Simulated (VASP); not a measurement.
# AgCl in VASP: a series of runs

Aim: see how the results for AgCl move with the level of theory and the settings. Levels: PBE, r2SCAN. Tasks: single point.

Everything below comes from runs of VASP 6.6.1. Logs are shortened: lines on timing, memory, paths and dates and some standing lists are left out, and cuts for length are marked.

## 1. The cell of the first run

It takes space group F-43m (No. 216, cubic). The conventional cell has a = 6.219 Å, b = 6.219 Å, c = 6.219 Å, α = 90.00°, β = 90.00°, γ = 90.00°. Within 3.6 Å of Ag (site symmetry -43m) lie 4 Cl at 2.69 Å. Cl (site symmetry -43m) has 4 Ag at 2.69 Å within 3.6 Å.

## 2. Single point, PBE (strain +3.9%)

Contents of INCAR:

```
PREC = Accurate
ENCUT = 520
EDIFF = 1E-7
ISMEAR = -1
SIGMA = 0.02
LREAL = False
LASPH = True
NELM = 80
ALGO = Normal
ISIF = 2
LWAVE = False
LCHARG = True
GGA = PE
LELF = True
LVHAR = True
NBANDS = 16
```

Contents of KPOINTS:

```
regular mesh
0
Gamma
  8 8 8
```

Contents of POSCAR:

```
AgCl
1.0
    0.0000000000      3.1096834491      3.1096834491
    3.1096834491      0.0000000000      3.1096834491
    3.1096834491      3.1096834491      0.0000000000
Ag Cl
1 1
Direct
    0.0000000000      0.0000000000      0.0000000000
    0.2500000000      0.2500000000      0.2500000000
```

Potentials or basis: VASP PAW PBE potentials, release 64 (Ag, Cl).

Launch:

```console
$ cat potpaw_PBE.64/Ag/POTCAR potpaw_PBE.64/Cl/POTCAR > POTCAR
$ mpirun -np 1 vasp_std > vasp.out
```

OUTCAR:

```text
PREC = Accurate
   ENCUT = 520
   EDIFF = 1E-7
   ISMEAR = -1
   LREAL = False
   LASPH = True
   NELM = 80
   ISIF = 2
   GGA = PE

 ion  position               nearest neighbor table
   1  0.000  0.000  0.000-   2 2.69   2 2.69   2 2.69   2 2.69
   2  0.250  0.250  0.250-   1 2.69   1 2.69   1 2.69   1 2.69

  LATTYP: Found a face centered cubic cell.
 ALAT       =     6.2193668982

  Lattice vectors:

 A1 = (   0.0000000000,   3.1096834491,   3.1096834491)
 A2 = (   3.1096834491,   0.0000000000,   3.1096834491)
 A3 = (   3.1096834491,   3.1096834491,   0.0000000000)

Analysis of symmetry for initial positions (statically):
=====================================================================
 Subroutine PRICEL returns:
 Original cell was already a primitive cell.

 Routine SETGRP: Setting up the symmetry group for a
 face centered cubic supercell.

 Subroutine GETGRP returns: Found 24 space group operations
 (whereof 24 operations were pure point group operations)
 out of a pool of 48 trial point group operations.

The static configuration has the point symmetry T_d .

Analysis of symmetry for dynamics (positions and initial velocities):
=====================================================================
 Subroutine PRICEL returns:
 Original cell was already a primitive cell.

 Routine SETGRP: Setting up the symmetry group for a
 face centered cubic supercell.

 Subroutine GETGRP returns: Found 24 space group operations
 (whereof 24 operations were pure point group operations)
 out of a pool of 48 trial point group operations.

The dynamic configuration has the point symmetry T_d .

 Subroutine INISYM returns: Found 24 space group operations
 (whereof 24 operations are pure point group operations),
 and found     1 'primitive' translations

----------------------------------------------------------------------------------------

                                     Primitive cell

  volume of cell :      60.1421

  direct lattice vectors                    reciprocal lattice vectors
     0.000000000  3.109683449  3.109683449    -0.160788070  0.160788070  0.160788070
     3.109683449  0.000000000  3.109683449     0.160788070 -0.160788070  0.160788070
     3.109683449  3.109683449  0.000000000     0.160788070  0.160788070 -0.160788070

  length of vectors
     4.397756508  4.397756508  4.397756508     0.278493106  0.278493106  0.278493106

  position of ions in fractional coordinates (direct lattice)
     0.000000000  0.000000000  0.000000000
     0.250000000  0.250000000  0.250000000

  ion indices of the primitive-cell ions
   primitive index   ion index
                 1           1
                 2           2

----------------------------------------------------------------------------------------

 KPOINTS: regular mesh

Automatic generation of k-mesh.
 Grid dimensions read from file:
 generate k-points for:    8    8    8

 Generating k-lattice:

  Cartesian coordinates                     Fractional coordinates (reciprocal lattice)
    -0.020098509  0.020098509  0.020098509     0.125000000  0.000000000  0.000000000
     0.020098509 -0.020098509  0.020098509     0.000000000  0.125000000  0.000000000
     0.020098509  0.020098509 -0.020098509     0.000000000  0.000000000  0.125000000

  Length of vectors
     0.034811638  0.034811638  0.034811638

  Shift w.r.t. Gamma in fractional coordinates (k-lattice)
     0.000000000  0.000000000  0.000000000

 Subroutine IBZKPT returns following result:
 ===========================================

 Found     29 irreducible k-points:

 Following reciprocal coordinates:
            Coordinates               Weight
  0.000000  0.000000  0.000000      1.000000
  0.125000  0.000000  0.000000      8.000000
  0.250000  0.000000  0.000000      8.000000
  0.375000  0.000000  0.000000      8.000000
  0.500000  0.000000  0.000000      4.000000
  0.125000  0.125000  0.000000      6.000000
[... 16 lines left out ...]
  0.500000  0.250000  0.125000     48.000000
 -0.375000  0.250000  0.125000     24.000000
 [... further k-points ...]
   k-points           NKPTS =     29   k-points in BZ     NKDIM =     29   number of bands    NBANDS=     16
   number of dos      NEDOS =    301   number of ions     NIONS =      2
   total plane-waves  NPLWV =  46656
   dimension x,y,z NGX =    36 NGY =   36 NGZ =   36
   dimension x,y,z NGXF=    72 NGYF=   72 NGZF=   72
   ions per type =               1   1
   NGX,Y,Z   is equivalent  to a cutoff of  13.61, 13.61, 13.61 a.u.
   NGXF,Y,Z  is equivalent  to a cutoff of  27.22, 27.22, 27.22 a.u.
 SYSTEM =  unknown system
   PREC   = accura    normal or accurate (medium, high low for compatibility)
   ISTART =      0    job   : 0-new  1-cont  2-samecut
   ICHARG =      2    charge: 1-file 2-atom 10-const
   ISPIN  =      1    spin polarized calculation?
   LNONCOLLINEAR =      F non collinear calculations
   LSORBIT =      F    spin-orbit coupling
   LASPH  =      T    aspherical Exc in radial PAW
   ENCUT  =  520.0 eV  38.22 Ry    6.18 a.u.   8.18  8.18  8.18*2*pi/ulx,y,z
   NELM   =     80;   NELMIN=  2; NELMDL= -5     # of ELM steps
   EDIFF  = 0.1E-06   stopping-criterion for ELM
   LREAL  =      F    real-space projection
   EDIFFG = 0.1E-05   stopping-criterion for IOM
   NSW    =      0    number of steps for IOM
   IBRION =     -1    ionic relax: 0-MD 1-quasi-New 2-CG
   NFREE  =      0    steps in history (QN), initial steepest desc. (CG)
   ISIF   =      2    stress and relaxation
   ISYM   =      2    0-nonsym 1-usesym 2-fastsym
   POTIM  = 0.5000    time-step for ionic-motion
   TEBEG  =    0.0;   TEEND  =   0.0 temperature during run
   PSTRESS=    0.0 pullay stress
   NELECT =      18.0000    total number of electrons
   NUPDOWN=      -1.0000    fix difference up-down
   EMIN   =  10.00;   EMAX   =-10.00  energy-range for DOS
   EFERMI =   0.00;   METHOD = LEGACY
   ISMEAR =    -1;   SIGMA  =   0.02  broadening in eV -4-tet -1-fermi 0-gaus
   EFERMI_NEDOS =   21; number of points for ismear=-14 and -15
   IALGO  =     38    algorithm
   IMIX   =      4    mixing-type and parameters
     AMIX     =   0.40;   BMIX     =  1.00
     AMIX_MAG =   1.60;   BMIX_MAG =  1.00
  volume/ion in A,a.u.               =      30.07       202.93
  Fermi-wavevector in a.u.,A,eV,Ry     =   1.095064  2.069371 16.315631  1.199165
  Thomas-Fermi vector in A             =   2.231381
   LORBIT       =      0    0 simple, 1 ext, 2 COOP (PROOUT), +10 PAW based schemes
   GGA     = PE    functional components
   LHFCALC =     F    Hartree Fock is set to
   AEXX    =    0.0000 exact exchange contribution
   IVDW    =     0    specifies the selected vdW correction
   LEPSILON=     F    determine dielectric tensor
   LRPA    =     F    only Hartree local field effects (RPA)
 non-spin polarized calculation
  energy-cutoff  :      520.00
  volume of cell :       60.14
 maximum number of plane-waves:      1639
 NGX is ok and might be reduce to    36
   NGX = 17   NGY = 17   NGZ = 17

 number of electron      18.0000001 magnetization

 Free energy of the ion-electron system (eV)
  ---------------------------------------------------
  ext. energy  EPLUGINS =         0.00000000
  ---------------------------------------------------
  free energy    TOTEN  =        -5.42250003 eV

  energy without entropy =       -5.42250003  energy(sigma->0) =       -5.42250003

 E-fermi :   1.0730     XC(G=0):  -8.0065

 val. band max:        0.6574406238   @ k =   0.0000   0.0000   0.0000
 cond. band min:       2.0431976945   @ k =   0.0000   0.0000   0.0000
 fundamental gap:      1.3857570707
 Fermi energy:         1.0730140550

 k-point     1 :       0.0000    0.0000    0.0000
  band No.  band energies     occupation
      1     -13.5934      2.00000
      2      -2.7805      2.00000
      3      -2.7805      2.00000
      4      -2.7805      2.00000
      5      -1.1376      2.00000
      6      -1.1376      2.00000
[... 8 lines left out ...]
     15      13.1908      0.00000
     16      13.1908      0.00000

 k-point     2 :       0.1250    0.0000    0.0000
  band No.  band energies     occupation
      1     -13.5748      2.00000
      2      -2.8103      2.00000
      3      -2.7551      2.00000
      4      -2.7551      2.00000
      5      -1.1405      2.00000
      6      -1.1405      2.00000
[... 8 lines left out ...]
     15      12.6762      0.00000
     16      13.4468      0.00000

 k-point     3 :       0.2500    0.0000    0.0000
  band No.  band energies     occupation
      1     -13.5297      2.00000
      2      -2.8491      2.00000
      3      -2.6950      2.00000
      4      -2.6950      2.00000
      5      -1.1358      2.00000
      6      -1.1358      2.00000
[... 8 lines left out ...]
     15      12.4180      0.00000
     16      12.8339      0.00000

 k-point     4 :       0.3750    0.0000    0.0000
  band No.  band energies     occupation
      1     -13.4841      2.00000
      2      -2.8310      2.00000
      3      -2.6376      2.00000
      4      -2.6376      2.00000
      5      -1.1087      2.00000
      6      -1.1087      2.00000
[... 8 lines left out ...]
     15      13.0131      0.00000
     16      13.0131      0.00000
[... 324 lines left out ...]
 k-point    22 :       0.3750    0.2500    0.1250
  band No.  band energies     occupation
      1     -13.4962      2.00000
      2      -2.8965      2.00000
      3      -2.6237      2.00000
      4      -2.6060      2.00000
      5      -1.1848      2.00000
      6      -1.0842      2.00000
[... 8 lines left out ...]
     15      13.3666      0.00000
     16      14.9575      0.00000

 k-point    23 :       0.5000    0.2500    0.1250
  band No.  band energies     occupation
      1     -13.4597      2.00000
      2      -2.8167      2.00000
      3      -2.6164      2.00000
      4      -2.5291      2.00000
      5      -1.1494      2.00000
      6      -1.0893      2.00000
[... 8 lines left out ...]
     15      13.6195      0.00000
     16      14.2076      0.00000

 k-point    24 :      -0.3750    0.2500    0.1250
  band No.  band energies     occupation
      1     -13.4445      2.00000
      2      -2.7267      2.00000
      3      -2.6491      2.00000
      4      -2.4931      2.00000
      5      -1.1635      2.00000
      6      -1.0874      2.00000
[... 8 lines left out ...]
     15      13.3773      0.00000
     16      14.2284      0.00000

 [... further k-points ...]

------------------------ aborting loop because EDIFF is reached ----------------------------------------

  FORCE on cell =-STRESS in cart. coord.  units (eV):
  Direction    XX          YY          ZZ          XY          YZ          ZX
  --------------------------------------------------------------------------------------
  -------------------------------------------------------------------------------------
  Total       -0.7573200     -0.7573200     -0.7573200      0.0000000      0.0000000      0.0000000
  in kB      -20.1749044    -20.1749044    -20.1749044      0.0000000      0.0000000      0.0000000
  external PRESSURE =     -20.1749044 kB  Pullay stress =       0.0000000 kB

 VOLUME and BASIS-vectors are now :
 -----------------------------------------------------------------------------
  energy-cutoff  :      520.00
  volume of cell :       60.14
      direct lattice vectors                 reciprocal lattice vectors
     0.000000000  3.109683449  3.109683449    -0.160788070  0.160788070  0.160788070
     3.109683449  0.000000000  3.109683449     0.160788070 -0.160788070  0.160788070
     3.109683449  3.109683449  0.000000000     0.160788070  0.160788070 -0.160788070

 POSITION                                       TOTAL-FORCE (eV/Angst)
 -----------------------------------------------------------------------------------
      0.00000      0.00000      0.00000        -0.000000     -0.000000     -0.000000
      1.55484      1.55484      1.55484         0.000000      0.000000      0.000000
 -----------------------------------------------------------------------------------
    total drift:                               -0.000000     -0.000000     -0.000000

  FREE ENERGIE OF THE ION-ELECTRON SYSTEM (eV)
  ---------------------------------------------------
  free  energy   TOTEN  =        -5.4225000275 eV

  energy  without entropy=       -5.4225000275  energy(sigma->0) =       -5.42250003
```

Run time: 42 s. Hardware: 1 thread of Intel Xeon 8259CL, shared host; peak memory 0.21 GiB.

Results:

```
Free energy            : -5.4225 eV
Pressure               : -2.0 GPa
Band gap on the k mesh : 1.39 eV
```

Levels at points of the mesh, in eV from the valence-band top:
```
           k point  band 6  band 7  band 8  band 9  band 10  band 11  band 12  band 13
(0.00, 0.00, 0.00)   -1.79    0.00    0.00    0.00     1.39     8.17     8.17     8.17
(0.50, 0.00, 0.00)   -1.75   -1.68   -0.46   -0.46     3.72     6.56     8.47     8.47
(0.50, 0.50, 0.00)   -1.68   -1.45   -1.11   -1.11     5.03     5.15     8.66    10.22
```

Caveat: the cell differs from its parent crystal (strain +3.9%); the structure was generated, so it needn't be the stable form of AgCl.

## 3. Single point, r2SCAN (strain +3.9%)

POSCAR is that of step 2.

Contents of INCAR.step1:

```
SYSTEM = AgCl
  PREC = Accurate
  ENCUT = 520
  ISMEAR = 0
  SIGMA = 0.01
  LREAL = .False.
  LASPH = .True.
  NELM = 100
  NBANDS = 16
  GGA = PE
  ALGO = Normal
  EDIFF = 1E-4
  LWAVE = .True.
  LCHARG = .False.
```

Contents of INCAR.step2:

```
SYSTEM = AgCl
  PREC = Accurate
  ENCUT = 520
  EDIFF = 1E-6
  ISMEAR = 0
  SIGMA = 0.01
  LREAL = .False.
  LASPH = .True.
  NELM = 100
  ALGO = Normal
  ISIF = 2
  LWAVE = .False.
  LCHARG = .True.
  METAGGA = R2SCAN
  LMIXTAU = .True.
  LELF = .True.
  LVHAR = .True.
  NBANDS = 16
  ISTART = 1
```

Contents of KPOINTS:

```
regular mesh
0
Gamma
  8 8 8
  0 0 0
```

Potentials or basis: VASP PAW PBE potentials, release 64 (Ag, Cl).

Launch:

```console
$ cat potpaw_PBE.64/Ag/POTCAR potpaw_PBE.64/Cl/POTCAR > POTCAR
$ cp INCAR.step1 INCAR
$ mpirun -np 1 vasp_std > vasp.out
$ cp INCAR.step2 INCAR
$ mpirun -np 1 vasp_std > vasp.out
```

Wall time 2.2 min (1 thread of Intel Xeon 8259CL, shared host); peak memory 0.23 GiB.

It converged, with:

| Property | Result |
| --- | --- |
| Free energy | -28.4746 eV |
| Pressure | -3.1 GPa |
| Band gap on the k mesh | 1.74 eV |

Levels at points of the mesh, in eV from the valence-band top:
```
           k point  band 7  band 8  band 9  band 10  band 11  band 12
(0.00, 0.00, 0.00)    0.00    0.00    0.00     1.74     8.76     8.76
(0.50, 0.00, 0.00)   -1.68   -0.47   -0.47     4.20     6.83     8.99
(0.50, 0.50, 0.00)   -1.43   -1.11   -1.11     5.29     5.70     8.87
```

Caveat: the cell differs from its parent crystal (strain +3.9%); the cell stands under tension; the structure was generated, so it needn't be the stable form of AgCl; the PAW data sets were made with another functional, which shifts forces and pressure a little.

## 4. Single point, PBE (uniaxial z strain +0.8%)

Contents of INCAR:

```
PREC = Accurate ; ENCUT = 520
EDIFF = 1E-6 ; ISMEAR = -1
SIGMA = 0.02 ; LREAL = False
LASPH = True ; NELM = 60
ALGO = Normal ; ISIF = 2
LWAVE = False ; LCHARG = False
GGA = PE ; NBANDS = 16
```

Contents of KPOINTS:

```
regular mesh
0
Gamma
  8 8 8
```

Contents of POSCAR:

```
AgCl
1.0
    0.0000000000      2.9932461729      3.0162941685
    2.9932461729      0.0000000000      3.0162941685
    2.9932461729      2.9932461729      0.0000000000
Ag Cl
1 1
Direct
    0.0000000000      0.0000000000      0.0000000000
    0.2500000000      0.2500000000      0.2500000000
```

Launch:

```console
$ cat potpaw_PBE.64/Ag/POTCAR potpaw_PBE.64/Cl/POTCAR > POTCAR
$ mpirun -np 1 vasp_std > vasp.out
```

Run time: 44 s. Hardware: 1 thread of Intel Xeon 8259CL, shared host; peak memory 0.2 GiB.

The run converged. Its results:

```yaml
Free_energy: -5.4493 eV
Pressure: 0.8 GPa
Band_gap_on_the_k_mesh: 1.26 eV
```

Levels at points of the mesh, in eV from the valence-band top:
```
           k point  band 5  band 6  band 7  band 8  band 9  band 10  band 11  band 12  band 13  band 14
(0.00, 0.00, 0.00)   -2.11   -2.10   -0.01    0.00    0.00     1.26     8.09     8.10     8.10    12.58
(0.50, 0.00, 0.00)   -2.04   -2.04   -1.96   -0.57   -0.57     3.75     6.68     8.41     8.47    11.92
(0.50, 0.50, 0.00)   -2.06   -1.96   -1.72   -1.34   -1.34     4.83     5.43     8.66    10.66    10.66
(0.50, 0.00, 0.50)   -2.05   -1.96   -1.70   -1.35   -1.32     4.82     5.40     8.71    10.59    10.67
```

Caveat: the cell differs from its parent crystal (uniaxial z strain +0.8%); the structure was generated, so it needn't be the stable form of AgCl.

(Part 1 of 2 ends here.)
